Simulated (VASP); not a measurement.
# KBr in VASP: notebook

Runs on KBr. Level: PBE. Tasks: density of states, electric field gradients.

Everything below comes from runs of VASP 6.6.1. Logs are shortened: lines on timing, memory, paths and dates and some standing lists are left out, and cuts for length are marked.

## 1. The cell of the first run

Symmetry: Fm-3m, No. 225, cubic system. The conventional cell has a = 6.585 Å, b = 6.585 Å, c = 6.585 Å, α = 90.00°, β = 90.00°, γ = 90.00°. Within 4.3 Å of K (site symmetry m-3m) lie 6 Br at 3.29 Å. Br (site symmetry m-3m) has 6 K at 3.29 Å within 4.3 Å.

## 2. Density of states, PBE

The input, POSCAR:

```
KBr
1.0
    0.0000000000      3.2925000000      3.2925000000
    3.2925000000      0.0000000000      3.2925000000
    3.2925000000      3.2925000000      0.0000000000
K Br
1 1
Direct
    0.0000000000      0.0000000000      0.0000000000
    0.5000000000      0.5000000000      0.5000000000
```

The input, INCAR.step1:

```
SYSTEM = KBr
ALGO = Normal ; EDIFF = 1E-6
ENCUT = 520 ; GGA = PE
ISIF = 2 ; ISMEAR = -1
LASPH = .TRUE. ; LCHARG = .TRUE.
LREAL = .FALSE. ; LWAVE = .FALSE.
NBANDS = 15 ; NELM = 60
PREC = Accurate ; SIGMA = 0.01
```

The input, KPOINTS.step1:

```
k-points
0
G
  7 7 7
  0 0 0
```

The input, INCAR.step2:

```
SYSTEM = KBr
ALGO = Normal ; EDIFF = 1E-6
ENCUT = 520 ; GGA = PE
ICHARG = 11 ; ISIF = 2
ISMEAR = -5 ; LASPH = .TRUE.
LCHARG = .FALSE. ; LORBIT = 11
LREAL = .FALSE. ; LWAVE = .FALSE.
NBANDS = 15 ; NEDOS = 1001
NELM = 60 ; PREC = Accurate
SIGMA = 0.01
```

The input, KPOINTS.step2:

```
k-points
0
G
  11 11 11
  0 0 0
```

Potentials or basis: VASP PAW PBE potentials, release 64 (K_sv, Br).

On the command line:

```
$ cat potpaw_PBE.64/K_sv/POTCAR potpaw_PBE.64/Br/POTCAR > POTCAR
$ cp INCAR.step1 INCAR
$ cp KPOINTS.step1 KPOINTS
$ mpirun -np 1 vasp_std > vasp.out
$ cp INCAR.step2 INCAR
$ cp KPOINTS.step2 KPOINTS
$ mpirun -np 1 vasp_std > vasp.out
```

OUTCAR:

```text
SYSTEM = KBr
   EDIFF = 1E-6
   ENCUT = 520
   GGA = PE
   ICHARG = 11
   ISIF = 2
   ISMEAR = -5
   LASPH = .TRUE.
   LORBIT = 11
   LREAL = .FALSE.
   NELM = 60
   PREC = Accurate

 ion  position               nearest neighbor table
   1  0.000  0.000  0.000-   2 3.29   2 3.29   2 3.29   2 3.29   2 3.29   2 3.29
   2  0.500  0.500  0.500-   1 3.29   1 3.29   1 3.29   1 3.29   1 3.29   1 3.29

  LATTYP: Found a face centered cubic cell.
 ALAT       =     6.5850000000

  Lattice vectors:

 A1 = (   0.0000000000,   3.2925000000,   3.2925000000)
 A2 = (   3.2925000000,   0.0000000000,   3.2925000000)
 A3 = (   3.2925000000,   3.2925000000,   0.0000000000)

Analysis of symmetry for initial positions (statically):
=====================================================================
 Subroutine PRICEL returns:
 Original cell was already a primitive cell.

 Routine SETGRP: Setting up the symmetry group for a
 face centered cubic supercell.

 Subroutine GETGRP returns: Found 48 space group operations
 (whereof 48 operations were pure point group operations)
 out of a pool of 48 trial point group operations.

The static configuration has the point symmetry O_h .

Analysis of symmetry for dynamics (positions and initial velocities):
=====================================================================
 Subroutine PRICEL returns:
 Original cell was already a primitive cell.

 Routine SETGRP: Setting up the symmetry group for a
 face centered cubic supercell.

 Subroutine GETGRP returns: Found 48 space group operations
 (whereof 48 operations were pure point group operations)
 out of a pool of 48 trial point group operations.

The dynamic configuration has the point symmetry O_h .

 Subroutine INISYM returns: Found 48 space group operations
 (whereof 48 operations are pure point group operations),
 and found     1 'primitive' translations

----------------------------------------------------------------------------------------

                                     Primitive cell

  volume of cell :      71.3851

  direct lattice vectors                    reciprocal lattice vectors
     0.000000000  3.292500000  3.292500000    -0.151860289  0.151860289  0.151860289
     3.292500000  0.000000000  3.292500000     0.151860289 -0.151860289  0.151860289
     3.292500000  3.292500000  0.000000000     0.151860289  0.151860289 -0.151860289

  length of vectors
     4.656298154  4.656298154  4.656298154     0.263029735  0.263029735  0.263029735

  position of ions in fractional coordinates (direct lattice)
     0.000000000  0.000000000  0.000000000
     0.500000000  0.500000000  0.500000000
[... 93 lines left out ...]
   EFERMI =   0.00;   METHOD = LEGACY
   ISMEAR =    -5;   SIGMA  =   0.01  broadening in eV -4-tet -1-fermi 0-gaus
   EFERMI_NEDOS =   21; number of points for ismear=-14 and -15
   IALGO  =     38    algorithm
   IMIX   =      4    mixing-type and parameters
     AMIX     =   0.40;   BMIX     =  1.00
     AMIX_MAG =   1.60;   BMIX_MAG =  1.00
  volume/ion in A,a.u.               =      35.69       240.87
  Fermi-wavevector in a.u.,A,eV,Ry     =   0.994441  1.879221 13.454978  0.988913
  Thomas-Fermi vector in A             =   2.126392
   LORBIT       =     11    0 simple, 1 ext, 2 COOP (PROOUT), +10 PAW based schemes
   GGA     = PE    functional components
   LHFCALC =     F    Hartree Fock is set to
   AEXX    =    0.0000 exact exchange contribution
   IVDW    =     0    specifies the selected vdW correction
   LEPSILON=     F    determine dielectric tensor
   LRPA    =     F    only Hartree local field effects (RPA)
 non-spin polarized calculation
 Fermi weights with tetrahedron method with Bloechl corrections
  energy-cutoff  :      520.00
  volume of cell :       71.39
 maximum number of plane-waves:      1940

 number of electron      15.9999998 magnetization

 Free energy of the ion-electron system (eV)
  ---------------------------------------------------
  ext. energy  EPLUGINS =         0.00000000
  ---------------------------------------------------
  free energy    TOTEN  =        -6.21255146 eV

  energy without entropy =       -6.21255146  energy(sigma->0) =       -6.21255146

 E-fermi :  -1.6882     XC(G=0):  -7.3979

 val. band max:       -1.7133505026   @ k =   0.0000   0.0000   0.0000
 cond. band min:       2.7389390710   @ k =   0.0000   0.0000   0.0000
 fundamental gap:      4.4522895736
 Fermi energy:        -1.6881925040

 k-point     1 :       0.0000    0.0000    0.0000
  band No.  band energies     occupation
      1     -29.4799      2.00000
      2     -14.0139      2.00000
      3     -12.9578      2.00000
      4     -12.9578      2.00000
      5     -12.9578      2.00000
      6      -1.7134      2.00000
      7      -1.7134      2.00000
      8      -1.7134      2.00000
      9       2.7389      0.00000
     10       5.8921      0.00000
     11       5.8921      0.00000
     12       5.8921      0.00000
     13       6.7196      0.00000
     14       6.7196      0.00000
[... 401 lines left out ...]
      2     -14.1139      2.00000
      3     -12.9808      2.00000
      4     -12.9581      2.00000
      5     -12.8065      2.00000
      6      -2.4834      2.00000
      7      -1.9532      2.00000
      8      -1.9463      2.00000
      9       4.3944      0.00000
     10       5.5624      0.00000
     11       6.6279      0.00000
     12       7.1483      0.00000
     13       7.5184      0.00000
     14       8.0574      0.00000
     15       9.8773      0.00000

 [... further k-points ...]
[... 5 lines left out ...]
  --------------------------------------------------------------------------------------
  -------------------------------------------------------------------------------------
  Total        0.3880975      0.3880975      0.3880975      0.0000000     -0.0000000     -0.0000000
  in kB        8.7105197      8.7105197      8.7105197      0.0000000     -0.0000000     -0.0000000
  external PRESSURE =       8.7105197 kB  Pullay stress =       0.0000000 kB

 VOLUME and BASIS-vectors are now :
 -----------------------------------------------------------------------------
  energy-cutoff  :      520.00
  volume of cell :       71.39
      direct lattice vectors                 reciprocal lattice vectors
     0.000000000  3.292500000  3.292500000    -0.151860289  0.151860289  0.151860289
     3.292500000  0.000000000  3.292500000     0.151860289 -0.151860289  0.151860289
     3.292500000  3.292500000  0.000000000     0.151860289  0.151860289 -0.151860289

 POSITION                                       TOTAL-FORCE (eV/Angst)
 -----------------------------------------------------------------------------------
      0.00000      0.00000      0.00000         0.000000      0.000000      0.000000
      3.29250      3.29250      3.29250         0.000000      0.000000     -0.000000
 -----------------------------------------------------------------------------------
    total drift:                                0.000000      0.000000      0.000000

  FREE ENERGIE OF THE ION-ELECTRON SYSTEM (eV)
  ---------------------------------------------------
  free  energy   TOTEN  =        -6.2125514640 eV

  energy  without entropy=       -6.2125514640  energy(sigma->0) =       -6.21255146

 total charge

# of ion       s       p       d       tot
------------------------------------------
    1        1.958   5.581   0.025   7.564
    2        1.599   3.305   0.001   4.905
--------------------------------------------------
tot          3.557   8.886   0.026  12.469
```

OUTCAR.step1:

```text
SYSTEM = KBr
   EDIFF = 1E-6
   ENCUT = 520
   GGA = PE
   ISIF = 2
   ISMEAR = -1
   LASPH = .TRUE.
[... 573 lines left out ...]
      0.00000      0.00000      0.00000        -0.000000     -0.000000     -0.000000
      3.29250      3.29250      3.29250         0.000000      0.000000      0.000000
 -----------------------------------------------------------------------------------
    total drift:                                0.000000      0.000000      0.000000

  FREE ENERGIE OF THE ION-ELECTRON SYSTEM (eV)
  ---------------------------------------------------
  free  energy   TOTEN  =        -6.2125520012 eV

  energy  without entropy=       -6.2125520012  energy(sigma->0) =       -6.21255200
```

OSZICAR.step1:

```text
N       E                     dE             d eps       ncg     rms          rms(c)
DAV:   1     0.101967761917E+03    0.10197E+03   -0.68533E+03   600   0.935E+02
DAV:   2    -0.265242218389E+00   -0.10223E+03   -0.95250E+02   792   0.232E+02
DAV:   3    -0.614803070795E+01   -0.58828E+01   -0.58609E+01   805   0.491E+01
DAV:   4    -0.638246985509E+01   -0.23444E+00   -0.23437E+00   961   0.788E+00
DAV:   5    -0.638376346132E+01   -0.12936E-02   -0.12936E-02   832   0.679E-01    0.315E+00
DAV:   6    -0.621354398779E+01    0.17022E+00   -0.21470E-01   754   0.223E+00    0.230E+00
DAV:   7    -0.620264452448E+01    0.10899E-01   -0.10651E-01   803   0.176E+00    0.104E+00
DAV:   8    -0.621147514366E+01   -0.88306E-02   -0.11568E-02   673   0.793E-01    0.117E-01
DAV:   9    -0.621225237488E+01   -0.77723E-03   -0.78491E-04   810   0.172E-01    0.763E-02
DAV:  10    -0.621253350987E+01   -0.28113E-03   -0.28108E-04   642   0.967E-02    0.118E-02
DAV:  11    -0.621255030905E+01   -0.16799E-04   -0.26834E-05   808   0.294E-02    0.609E-03
DAV:  12    -0.621255189341E+01   -0.15844E-05   -0.41482E-06   620   0.134E-02    0.170E-03
DAV:  13    -0.621255200118E+01   -0.10777E-06   -0.10429E-07   678   0.182E-03
   1 F= -.62125520E+01 E0= -.62125520E+01  d E =-.357740E-12
```

Run time: 53 s. Hardware: 1 thread of Intel Xeon 6975P-C (Granite Rapids), shared host; peak memory 0.22 GiB.

Results:

| Item | Value |
| --- | --- |
| Valence electrons inside the program's atomic spheres | K 7.56; Br 4.91 |

## 3. Electric field gradients, PBE (equal xy, yz and zx shear strains of -2 %)

The input, INCAR:

```
SYSTEM = KBr
  ALGO = Normal
  EDIFF = 1E-8
  ENCUT = 520
  GGA = PE
  ISIF = 2
  ISMEAR = -1
  LASPH = .True.
  LCHARG = .False.
  LEFG = .True.
  LREAL = .False.
  LWAVE = .False.
  NBANDS = 15
  NELM = 100
  PREC = Accurate
  SIGMA = 0.01
```

The input, KPOINTS:

```
k-points
0
Gamma
  7 7 7
  0 0 0
```

The input, POSCAR:

```
KBr
1.0
   -0.0658500000      3.2595750000      3.2595750000
    3.2595750000     -0.0658500000      3.2595750000
    3.2595750000      3.2595750000     -0.0658500000
K Br
1 1
Direct
    0.0000000000      0.0000000000      0.0000000000
    0.5000000000      0.5000000000      0.5000000000
```

Potentials or basis: VASP PAW PBE potentials, release 64 (K_sv, Br).

On the command line:

```
$ cat potpaw_PBE.64/K_sv/POTCAR potpaw_PBE.64/Br/POTCAR > POTCAR
$ mpirun -np 1 vasp_std > vasp.out
```

OUTCAR:

```text
SYSTEM = KBr
   EDIFF = 1E-8
   ENCUT = 520
   GGA = PE
   ISIF = 2
   ISMEAR = -1
   LASPH = .True.
   LREAL = .False.
   NELM = 100
   PREC = Accurate

 ion  position               nearest neighbor table
   1  0.000  0.000  0.000-   2 3.29   2 3.29   2 3.29   2 3.29   2 3.29   2 3.29
   2  0.500  0.500  0.500-   1 3.29   1 3.29   1 3.29   1 3.29   1 3.29   1 3.29

  LATTYP: Found a trigonal (rhomboedric) cell.
 ALAT       =     4.6102054817
 COS(alpha) =     0.4797000918

  Lattice vectors:

 A1 = (  -0.0658500000,   3.2595750000,   3.2595750000)
 A2 = (   3.2595750000,  -0.0658500000,   3.2595750000)
 A3 = (   3.2595750000,   3.2595750000,  -0.0658500000)

Analysis of symmetry for initial positions (statically):
=====================================================================
 Subroutine PRICEL returns:
 Original cell was already a primitive cell.

 Routine SETGRP: Setting up the symmetry group for a
[... 623 lines left out ...]
      direct lattice vectors                 reciprocal lattice vectors
    -0.065850000  3.259575000  3.259575000    -0.148822469  0.151890974  0.151890974
     3.259575000 -0.065850000  3.259575000     0.151890974 -0.148822469  0.151890974
     3.259575000  3.259575000 -0.065850000     0.151890974  0.151890974 -0.148822469

 POSITION                                       TOTAL-FORCE (eV/Angst)
 -----------------------------------------------------------------------------------
      0.00000      0.00000      0.00000         0.000000     -0.000000     -0.000000
      3.22665      3.22665      3.22665        -0.000000      0.000000      0.000000
 -----------------------------------------------------------------------------------
    total drift:                                0.000000      0.000000      0.000000

  FREE ENERGIE OF THE ION-ELECTRON SYSTEM (eV)
  ---------------------------------------------------
  free  energy   TOTEN  =        -6.2111708314 eV

  energy  without entropy=       -6.2111708313  energy(sigma->0) =       -6.21117083

 Electric field gradients (V/A^2)
---------------------------------------------------------------------
 ion       V_xx      V_yy      V_zz      V_xy      V_xz      V_yz
---------------------------------------------------------------------
   1       0.000     0.000     0.000     0.953     0.953     0.953
   2       0.000     0.000     0.000    -2.972    -2.972    -2.972
---------------------------------------------------------------------

 Electric field gradients after diagonalization (V/A^2)
 (convention: |V_zz| > |V_xx| > |V_yy|)
----------------------------------------------------------------------
 ion       V_xx      V_yy      V_zz     asymmetry (V_yy - V_xx)/ V_zz
----------------------------------------------------------------------
   1      -0.953    -0.953     1.906       0.000
   2       2.972     2.972    -5.943       0.000
----------------------------------------------------------------------

           NMR quadrupolar parameters

 Cq : quadrupolar parameter    Cq=e*Q*V_zz/h
 eta: asymmetry parameters     (V_yy - V_xx)/ V_zz
 Q  : nuclear electric quadrupole moment in mb (millibarn)
----------------------------------------------------------------------
 ion       Cq(MHz)       eta       Q (mb)
----------------------------------------------------------------------
   1       0.005       0.000       1.000
   2      -0.014       0.000       1.000
----------------------------------------------------------------------
```

OSZICAR:

```text
N       E                     dE             d eps       ncg     rms          rms(c)
DAV:   1     0.997288683074E+02    0.99729E+02   -0.68804E+03  1320   0.937E+02
DAV:   2    -0.244604368218E+00   -0.99973E+02   -0.92713E+02  1707   0.233E+02
DAV:   3    -0.614402214790E+01   -0.58994E+01   -0.58748E+01  1833   0.496E+01
DAV:   4    -0.638100464214E+01   -0.23698E+00   -0.23692E+00  1971   0.847E+00
DAV:   5    -0.638269672916E+01   -0.16921E-02   -0.16921E-02  1854   0.821E-01    0.314E+00
DAV:   6    -0.621229380423E+01    0.17040E+00   -0.21400E-01  1705   0.224E+00    0.230E+00
DAV:   7    -0.620127285099E+01    0.11021E-01   -0.10668E-01  1803   0.177E+00    0.103E+00
DAV:   8    -0.621007265489E+01   -0.87998E-02   -0.11648E-02  1451   0.790E-01    0.114E-01
DAV:   9    -0.621087375622E+01   -0.80110E-03   -0.81751E-04  1859   0.177E-01    0.773E-02
DAV:  10    -0.621115111067E+01   -0.27735E-03   -0.27687E-04  1383   0.959E-02    0.116E-02
DAV:  11    -0.621116883076E+01   -0.17720E-04   -0.27644E-05  1818   0.302E-02    0.618E-03
DAV:  12    -0.621117065009E+01   -0.18193E-05   -0.41883E-06  1418   0.135E-02    0.154E-03
DAV:  13    -0.621117073260E+01   -0.82505E-07   -0.12885E-07  1987   0.187E-03    0.722E-04
DAV:  14    -0.621117082894E+01   -0.96344E-07   -0.15505E-08  1485   0.820E-04    0.363E-04
DAV:  15    -0.621117083135E+01   -0.24095E-08   -0.17178E-09  1241   0.251E-04
   1 F= -.62111708E+01 E0= -.62111708E+01  d E =-.808072E-11
```

stdout:

```text
POSCAR found type information on POSCAR K Br
 POSCAR found :  2 types and       2 ions
 scaLAPACK will be used
 LDA part: xc-table for (Slater+PW92), standard interpolation
 POSCAR, INCAR and KPOINTS ok, starting setup
 FFT: planning ... GRIDC
 FFT: planning ... GRID_SOFT
 FFT: planning ... GRID
 WAVECAR not read
 entering main loop
ion   1

ion   2
```

Run time: 25 s. Hardware: 1 thread of Intel Xeon Platinum 8559C (Emerald Rapids), shared host; peak memory 0.23 GiB.

What came out:

* Free energy: -6.2112 eV
* Pressure: 0.9 GPa
* Band gap on the k mesh: 4.41 eV, direct

Stress tensor (GPa, compression positive):
```
0.87 0.09 0.09
0.09 0.87 0.09
0.09 0.09 0.87
```

Electric field gradients, principal values (V/Å²):
| atom | least | middle | greatest (by size) |
| --- | --- | --- | --- |
| 1 K | -0.953 | -0.953 | 1.906 |
| 2 Br | 2.972 | 2.972 | -5.943 |

Caveat: the cell differs from its parent crystal (equal xy, yz and zx shear strains of -2 %); without QUAD_EFG the Cq values of the log hold for a quadrupole moment of 1 mb, not for the nuclei.
